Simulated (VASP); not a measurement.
Ni:

```xyz
1
Lattice="0.0000 1.7673 1.7673 1.7673 0.0000 1.7673 1.7673 1.7673 0.0000" Properties=species:S:1:pos:R:3 pbc="T T T"
Ni    0.0000    0.0000    0.0000
```

Base run:

| Item | Value |
| --- | --- |
| Program | VASP 6.6.1 |
| Functional | PBEsol |
| Potentials or basis | VASP PAW PBE potentials, release 64 (Ni) |
| Cutoff | 520 eV |
| k mesh | 14 × 14 × 14 |
| Occupations | gaussian, width 0.1 eV |
| Spin | collinear spin, ferromagnetic start |
| Starting moments | [1.66] μB |
| Fixed moment | 1.66 μB |

Its results: pressure 2.7 GPa; site moments Ni +1.58 μB.

**Question.** The run is repeated on the same cell with these changes: fixed moment from 1.66 μB to 0.71 μB; moments at the start from [1.66] to [0.71]. What comes out?

**Answer.** Pressure -11.4 GPa; site moments Ni +0.72 μB.

Caveats: the PAW data sets were made with another functional, which shifts forces and pressure a little; the total moment is fixed, so each spin has its own Fermi level; the cell stands under tension (at least some runs).
